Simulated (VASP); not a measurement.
# Si16Ge (a cell with a defect) in VASP: a series of runs

The runs below take Si16Ge (a cell with a defect) through single point, with PBE.

All numbers are computed with VASP 6.6.1; they aren't measurements. Logs are shortened: lines on timing, memory, paths and dates and some standing lists are left out, and cuts for length are marked.

## (1) The cell of the first run

The cell holds a defect, 17 atoms: a = 7.679 Å, b = 7.679 Å, c = 7.679 Å, α = 60.00°, β = 60.00°, γ = 60.00°.

## (2) Single point, PBE

INCAR

```
PREC = Accurate
ENCUT = 520
EDIFF = 1E-6
ISMEAR = -1
SIGMA = 0.02
LREAL = Auto
LASPH = True
NELM = 60
ALGO = Normal
ISIF = 2
LWAVE = False
LCHARG = False
GGA = PE
NBANDS = 53
```

KPOINTS

```
regular mesh
0
Gamma
  2 2 2
```

POSCAR

```
Si16Ge
1.0
    0.0000000000      5.4300000000      5.4300000000
    5.4300000000      0.0000000000      5.4300000000
    5.4300000000      5.4300000000      0.0000000000
Si Ge
16 1
Direct
   -0.0146980663     -0.0139542357     -0.0141687845
    0.1101344383      0.1101254144      0.1103521179
    0.0041821363      0.0041022099      0.4806007366
    0.1226982505      0.1232034070      0.6149461326
    0.0042816759      0.4803494475      0.0039726519
    0.1224094843      0.6151336096      0.1229842541
    0.0180914365      0.4942199816      0.4939995396
    0.1674941989      0.6068070902      0.6068382136
    0.4802404236      0.0048442910      0.0047360037
    0.6145077348      0.1235745856      0.1236497238
    0.4936636280      0.0181306630      0.4945525783
    0.6065080110      0.1681868324      0.6062978821
    0.4933659300      0.4944834254      0.0184696133
    0.6065007366      0.6062572744      0.1682552486
    0.5228733886      0.5233962247      0.5234822284
    0.6481862799      0.6482783610      0.6485969613
    0.7864804788      0.7880799263      0.7882187845
```

Potentials or basis: VASP PAW PBE potentials, release 64 (Si, Ge_d).

Started as:

```
> cat potpaw_PBE.64/Si/POTCAR potpaw_PBE.64/Ge_d/POTCAR > POTCAR
> mpirun -np 1 vasp_std > vasp.out
```

OUTCAR:

```text
PREC = Accurate
   ENCUT = 520
   EDIFF = 1E-6
   ISMEAR = -1
   LREAL = Auto
   LASPH = True
   NELM = 60
   ISIF = 2
   GGA = PE

 ion  position               nearest neighbor table
   1  0.985  0.986  0.986-  10 2.33   4 2.33   6 2.33   2 2.34
   2  0.110  0.110  0.110-   5 2.33   9 2.33   3 2.33   1 2.34
   3  0.004  0.004  0.481-   2 2.33   4 2.33  17 2.46   8 2.50  12 2.50
   4  0.123  0.123  0.615-  11 2.33   7 2.33   1 2.33   3 2.33
   5  0.004  0.480  0.004-   2 2.33   6 2.33  17 2.46   8 2.50  14 2.50
   6  0.122  0.615  0.123-  13 2.33   7 2.33   1 2.33   5 2.33
   7  0.018  0.494  0.494-   4 2.33   6 2.33  16 2.36   8 2.36
   8  0.167  0.607  0.607-  15 2.28   7 2.36  17 2.50   5 2.50   3 2.50
   9  0.480  0.005  0.005-   2 2.33  10 2.33  17 2.45  12 2.51  14 2.51
  10  0.615  0.124  0.124-  11 2.33  13 2.33   1 2.33   9 2.33
  11  0.494  0.018  0.495-  10 2.33   4 2.33  12 2.36  16 2.36
  12  0.607  0.168  0.606-  15 2.28  11 2.36  17 2.49   3 2.50   9 2.51
  13  0.493  0.494  0.018-  10 2.33   6 2.33  14 2.36  16 2.36
  14  0.607  0.606  0.168-  15 2.28  13 2.36  17 2.49   5 2.50   9 2.51
  15  0.523  0.523  0.523-  12 2.28  14 2.28   8 2.28  16 2.35
  16  0.648  0.648  0.649-  15 2.35  11 2.36  13 2.36   7 2.36  17 2.62
  17  0.786  0.788  0.788-   9 2.45   5 2.46   3 2.46  14 2.49  12 2.49   8 2.50  16 2.62

  LATTYP: Found a face centered cubic cell.
 ALAT       =    10.8600000000

  Lattice vectors:

 A1 = (   0.0000000000,   5.4300000000,   5.4300000000)
 A2 = (   5.4300000000,   0.0000000000,   5.4300000000)
 A3 = (   5.4300000000,   5.4300000000,   0.0000000000)

Analysis of symmetry for initial positions (statically):
=====================================================================
 Subroutine PRICEL returns:
 Original cell was already a primitive cell.

 Routine SETGRP: Setting up the symmetry group for a
 face centered cubic supercell.

 Subroutine GETGRP returns: Found  1 space group operations
 (whereof  1 operations were pure point group operations)
 out of a pool of 48 trial point group operations.

The static configuration has the point symmetry C_1 .

Analysis of symmetry for dynamics (positions and initial velocities):
=====================================================================
 Subroutine PRICEL returns:
 Original cell was already a primitive cell.

 Routine SETGRP: Setting up the symmetry group for a
 face centered cubic supercell.

 Subroutine GETGRP returns: Found  1 space group operations
 (whereof  1 operations were pure point group operations)
 out of a pool of 48 trial point group operations.

The dynamic configuration has the point symmetry C_1 .

 Subroutine INISYM returns: Found  1 space group operations
 (whereof  1 operations are pure point group operations),
 and found     1 'primitive' translations

----------------------------------------------------------------------------------------

                                     Primitive cell

  volume of cell :     320.2060

  direct lattice vectors                    reciprocal lattice vectors
     0.000000000  5.430000000  5.430000000    -0.092081031  0.092081031  0.092081031
     5.430000000  0.000000000  5.430000000     0.092081031 -0.092081031  0.092081031
     5.430000000  5.430000000  0.000000000     0.092081031  0.092081031 -0.092081031

  length of vectors
     7.679179644  7.679179644  7.679179644     0.159489025  0.159489025  0.159489025

  position of ions in fractional coordinates (direct lattice)
     0.985301934  0.986045764  0.985831215
     0.110134438  0.110125414  0.110352118
     0.004182136  0.004102210  0.480600737
     0.122698251  0.123203407  0.614946133
     0.004281676  0.480349447  0.003972652
     0.122409484  0.615133610  0.122984254
[... 9 lines left out ...]
     0.648186280  0.648278361  0.648596961
     0.786480479  0.788079926  0.788218785

  ion indices of the primitive-cell ions
   primitive index   ion index
                 1           1
                 2           2
                 3           3
                 4           4
                 5           5
                 6           6
[... 9 lines left out ...]
                16          16
                17          17

----------------------------------------------------------------------------------------

 KPOINTS: regular mesh

Automatic generation of k-mesh.
 Grid dimensions read from file:
 generate k-points for:    2    2    2

 Generating k-lattice:

  Cartesian coordinates                     Fractional coordinates (reciprocal lattice)
    -0.046040516  0.046040516  0.046040516     0.500000000  0.000000000  0.000000000
     0.046040516 -0.046040516  0.046040516     0.000000000  0.500000000  0.000000000
     0.046040516  0.046040516 -0.046040516     0.000000000  0.000000000  0.500000000

  Length of vectors
     0.079744512  0.079744512  0.079744512

  Shift w.r.t. Gamma in fractional coordinates (k-lattice)
     0.000000000  0.000000000  0.000000000

 Subroutine IBZKPT returns following result:
 ===========================================

 Found      8 irreducible k-points:

 Following reciprocal coordinates:
            Coordinates               Weight
  0.000000  0.000000  0.000000      1.000000
  0.500000  0.000000  0.000000      1.000000
  0.000000  0.500000  0.000000      1.000000
  0.000000  0.000000  0.500000      1.000000
  0.500000  0.500000  0.500000      1.000000
  0.500000  0.500000  0.000000      1.000000
  0.000000  0.500000  0.500000      1.000000
  0.500000  0.000000  0.500000      1.000000
   k-points           NKPTS =      8   k-points in BZ     NKDIM =      8   number of bands    NBANDS=     53
   number of dos      NEDOS =    301   number of ions     NIONS =     17
   total plane-waves  NPLWV = 216000
   dimension x,y,z NGX =    60 NGY =   60 NGZ =   60
   dimension x,y,z NGXF=   120 NGYF=  120 NGZF=  120
   ions per type =              16   1
   NGX,Y,Z   is equivalent  to a cutoff of  12.99, 12.99, 12.99 a.u.
   NGXF,Y,Z  is equivalent  to a cutoff of  25.98, 25.98, 25.98 a.u.
 SYSTEM =  unknown system
   PREC   = accura    normal or accurate (medium, high low for compatibility)
   ISTART =      0    job   : 0-new  1-cont  2-samecut
   ICHARG =      2    charge: 1-file 2-atom 10-const
   ISPIN  =      1    spin polarized calculation?
   LNONCOLLINEAR =      F non collinear calculations
   LSORBIT =      F    spin-orbit coupling
   LASPH  =      T    aspherical Exc in radial PAW
   ENCUT  =  520.0 eV  38.22 Ry    6.18 a.u.  14.28 14.28 14.28*2*pi/ulx,y,z
   NELM   =     60;   NELMIN=  2; NELMDL= -5     # of ELM steps
   EDIFF  = 0.1E-05   stopping-criterion for ELM
   LREAL  =      T    real-space projection
   EDIFFG = 0.1E-04   stopping-criterion for IOM
   NSW    =      0    number of steps for IOM
   IBRION =     -1    ionic relax: 0-MD 1-quasi-New 2-CG
   NFREE  =      0    steps in history (QN), initial steepest desc. (CG)
   ISIF   =      2    stress and relaxation
   ISYM   =      2    0-nonsym 1-usesym 2-fastsym
   POTIM  = 0.5000    time-step for ionic-motion
   TEBEG  =    0.0;   TEEND  =   0.0 temperature during run
   PSTRESS=    0.0 pullay stress
   NELECT =      78.0000    total number of electrons
   NUPDOWN=      -1.0000    fix difference up-down
   EMIN   =  10.00;   EMAX   =-10.00  energy-range for DOS
   EFERMI =   0.00;   METHOD = LEGACY
   ISMEAR =    -1;   SIGMA  =   0.02  broadening in eV -4-tet -1-fermi 0-gaus
   EFERMI_NEDOS =   21; number of points for ismear=-14 and -15
   IALGO  =     38    algorithm
   IMIX   =      4    mixing-type and parameters
     AMIX     =   0.40;   BMIX     =  1.00
     AMIX_MAG =   1.60;   BMIX_MAG =  1.00
  volume/ion in A,a.u.               =      18.84       127.11
  Fermi-wavevector in a.u.,A,eV,Ry     =   1.022421  1.932096 14.222785  1.045345
  Thomas-Fermi vector in A             =   2.156100
   LORBIT       =      0    0 simple, 1 ext, 2 COOP (PROOUT), +10 PAW based schemes
   GGA     = PE    functional components
   LHFCALC =     F    Hartree Fock is set to
   AEXX    =    0.0000 exact exchange contribution
   IVDW    =     0    specifies the selected vdW correction
   LEPSILON=     F    determine dielectric tensor
   LRPA    =     F    only Hartree local field effects (RPA)
 non-spin polarized calculation
  energy-cutoff  :      520.00
  volume of cell :      320.21
 maximum number of plane-waves:      8646
 NGX is ok and might be reduce to    60
   NGX = 29   NGY = 29   NGZ = 29

 number of electron      77.9999999 magnetization

 Free energy of the ion-electron system (eV)
  ---------------------------------------------------
  ext. energy  EPLUGINS =         0.00000000
  ---------------------------------------------------
  free energy    TOTEN  =       -86.37435616 eV

  energy without entropy =      -86.36451575  energy(sigma->0) =      -86.36943595

 E-fermi :   6.8415     XC(G=0):  -9.7716

 val. band max:        6.7164381082   @ k =   0.0000   0.0000   0.0000
 cond. band min:       6.8551262268   @ k =   0.5000   0.5000   0.0000
 fundamental gap:      0.1386881186
 Fermi energy:         6.8415453421

 k-point     1 :       0.0000    0.0000    0.0000
  band No.  band energies     occupation
      1     -18.1772      2.00000
      2     -18.1771      2.00000
      3     -18.0907      2.00000
      4     -18.0906      2.00000
      5     -18.0900      2.00000
      6      -6.3978      2.00000
[... 43 lines left out ...]
     50       8.4226      0.00000
     51       8.8694      0.00000

 k-point     2 :       0.5000    0.0000    0.0000
  band No.  band energies     occupation
      1     -18.1772      2.00000
      2     -18.1771      2.00000
      3     -18.0907      2.00000
      4     -18.0906      2.00000
      5     -18.0900      2.00000
      6      -5.9996      2.00000
[... 316 lines left out ...]
 k-point     8 :       0.5000    0.0000    0.5000
  band No.  band energies     occupation
      1     -18.1772      2.00000
      2     -18.1771      2.00000
      3     -18.0907      2.00000
      4     -18.0906      2.00000
      5     -18.0900      2.00000
      6      -5.8913      2.00000
[... 43 lines left out ...]
     50      10.3695      0.00000
     51      10.4400      0.00000
 [bands above 51 left out]

------------------------ aborting loop because EDIFF is reached ----------------------------------------

  FORCE on cell =-STRESS in cart. coord.  units (eV):
  Direction    XX          YY          ZZ          XY          YZ          ZX
  --------------------------------------------------------------------------------------
  -------------------------------------------------------------------------------------
  Total       11.1786641     11.2056337     11.1852238     -1.4931514     -1.5029763     -1.4923958
  in kB       55.9333723     56.0683168     55.9661944     -7.4711070     -7.5202667     -7.4673259
  external PRESSURE =      55.9892945 kB  Pullay stress =       0.0000000 kB

 VOLUME and BASIS-vectors are now :
 -----------------------------------------------------------------------------
  energy-cutoff  :      520.00
  volume of cell :      320.21
      direct lattice vectors                 reciprocal lattice vectors
     0.000000000  5.430000000  5.430000000    -0.092081031  0.092081031  0.092081031
     5.430000000  0.000000000  5.430000000     0.092081031 -0.092081031  0.092081031
     5.430000000  5.430000000  0.000000000     0.092081031  0.092081031 -0.092081031

 POSITION                                       TOTAL-FORCE (eV/Angst)
 -----------------------------------------------------------------------------------
     10.70729     10.70325     10.70442         0.025640      0.029203      0.026168
      1.19719      1.19724      1.19601         0.025619      0.026143      0.025572
      2.63194      2.63237      0.04498         0.012963      0.013050      0.003421
      4.00815      4.00541      1.33525         0.014267      0.010714     -0.008916
      2.62987      0.04482      2.63155         0.020266      0.004618      0.011819
      4.00798      1.33249      4.00486         0.014211     -0.002112      0.012385
[... 9 lines left out ...]
      7.04203      7.04153      7.03980        -0.002025     -0.006124     -0.002847
      8.55930      8.55062      8.54986         0.042106      0.055579      0.056325
 -----------------------------------------------------------------------------------
    total drift:                               -0.001793     -0.000229      0.001210

  FREE ENERGIE OF THE ION-ELECTRON SYSTEM (eV)
  ---------------------------------------------------
  free  energy   TOTEN  =       -86.3743561611 eV

  energy  without entropy=      -86.3645157475  energy(sigma->0) =      -86.36943595
```

It took 2.1 min on 1 thread of Intel Xeon 6975P-C (Granite Rapids), shared host; peak memory 0.49 GiB.

Results:

- Free energy: -86.3744 eV
- Pressure: 5.6 GPa
- Largest force: 0.090 eV/Å
- Band gap on the k mesh: zero (band 39 reaches 6.86 eV, above the bottom of band 40 at 6.71 eV)

Forces in eV/Å, atoms in the order of the input:
```
Si   0.026  0.029  0.026
Si   0.026  0.026  0.026
Si   0.013  0.013  0.003
Si   0.014  0.011 -0.009
Si   0.020  0.005  0.012
Si   0.014 -0.002  0.012
Si  -0.011 -0.020 -0.021
Si  -0.036 -0.024 -0.018
Si  -0.007  0.011  0.006
Si  -0.018  0.007  0.009
Si  -0.020 -0.018 -0.017
Si  -0.014 -0.031 -0.023
Si  -0.021 -0.017 -0.013
Si  -0.013 -0.025 -0.032
Si  -0.014 -0.016 -0.015
Si  -0.002 -0.006 -0.003
Ge   0.042  0.056  0.056
```

Caveat: the k points lie up to 0.50 Å⁻¹ apart.

## (3) Single point, PBE

INCAR

```
SYSTEM = Si16Ge
  PREC = Accurate
  ENCUT = 520
  EDIFF = 1E-7
  ISMEAR = -1
  SIGMA = 0.02
  LREAL = Auto
  LASPH = .True.
  NELM = 100
  ALGO = Normal
  ISIF = 2
  LWAVE = .False.
  LCHARG = .True.
  GGA = PE
  LELF = .True.
  LVHAR = .True.
  NBANDS = 53
```

KPOINTS

```
Automatic mesh
0
Gamma
  2 2 2
  0 0 0
```

POSCAR

```
Si16Ge
1.0
    0.0000000000      5.4300000000      5.4300000000
    5.4300000000      0.0000000000      5.4300000000
    5.4300000000      5.4300000000      0.0000000000
Si Ge
16 1
Direct
   -0.0098828729     -0.0083042357     -0.0086000000
    0.1150913444      0.1153184162      0.1155222836
    0.0063642726      0.0062134438      0.4842891344
    0.1245599448      0.1250936464      0.6182093002
    0.0062069982      0.4841878453      0.0063410681
    0.1242161142      0.6185387661      0.1249831492
    0.0105795580      0.4963086556      0.4961611418
    0.1495244015      0.6170660221      0.6167538674
    0.4837617864      0.0066601289      0.0070323204
    0.6169423573      0.1256451197      0.1258764273
    0.4958576427      0.0105375691      0.4971974217
    0.6169768877      0.1492785451      0.6178006446
    0.4954098527      0.4969019337      0.0112150092
    0.6164126151      0.6174886740      0.1500069061
    0.5125322284      0.5122318600      0.5130165746
    0.6340567219      0.6338784530      0.6346051565
    0.7651732044      0.7651258748      0.7658923573
```

Potentials or basis: VASP PAW PBE potentials, release 64 (Si, Ge_d).

Started as:

```
> cat potpaw_PBE.64/Si/POTCAR potpaw_PBE.64/Ge_d/POTCAR > POTCAR
> mpirun -np 1 vasp_std > vasp.out
```

It took 2.4 min on 1 thread of Intel Xeon 6975P-C (Granite Rapids), shared host; peak memory 0.49 GiB.

Results (log left out):

```
Free energy            : -86.5889 eV
Pressure               : 6.4 GPa
Largest force          : 0.260 eV/Å
Band gap on the k mesh : zero (band 39 reaches 6.97 eV, above the bottom of band 40 at 6.74 eV)
```

Forces on the atoms (eV/Å):
```
Si   0.056  0.063  0.060
Si   0.060  0.057  0.058
Si   0.037  0.029  0.018
Si   0.024  0.026  0.017
Si   0.037  0.019  0.029
Si   0.024  0.020  0.025
Si   0.020 -0.011 -0.012
Si   0.081 -0.021 -0.022
Si   0.014  0.030  0.030
Si   0.013  0.024  0.024
Si  -0.010  0.016 -0.008
Si  -0.019  0.078 -0.019
Si  -0.013 -0.008  0.018
Si  -0.022 -0.020  0.080
Si  -0.063 -0.065 -0.064
Si  -0.085 -0.090 -0.088
Ge  -0.156 -0.147 -0.147
```

Stress tensor (GPa, compression positive):
```
 6.41 -0.20 -0.19
-0.20  6.42 -0.21
-0.19 -0.21  6.42
```

Levels at points of the mesh, in eV from the Fermi level:
```csv
k point,band 35,band 36,band 37,band 38,band 39,band 40,band 41,band 42,band 43,band 44
"(0.00, 0.00, 0.00)",-1.68,-0.90,-0.75,-0.75,-0.42,-0.19,-0.19,0.01,0.02,0.44
"(0.50, 0.00, 0.00)",-1.52,-1.50,-1.50,-1.38,-0.26,0.34,0.67,0.78,0.85,1.24
"(0.00, 0.50, 0.00)",-1.52,-1.50,-1.50,-1.37,-0.26,0.33,0.67,0.79,0.85,1.23
"(0.00, 0.00, 0.50)",-1.52,-1.50,-1.50,-1.37,-0.26,0.34,0.67,0.78,0.85,1.24
"(0.50, 0.50, 0.50)",-1.48,-1.48,-1.46,-1.46,-0.36,0.40,0.41,1.01,1.02,1.14
"(0.50, 0.50, 0.00)",-2.12,-2.02,-1.89,-1.25,0.04,0.64,1.05,1.13,1.19,1.87
"(0.00, 0.50, 0.50)",-2.12,-2.02,-1.89,-1.25,0.04,0.64,1.04,1.13,1.19,1.87
"(0.50, 0.00, 0.50)",-2.12,-2.02,-1.89,-1.25,0.04,0.64,1.04,1.13,1.19,1.88
```

Caveat: the k points lie up to 0.50 Å⁻¹ apart.
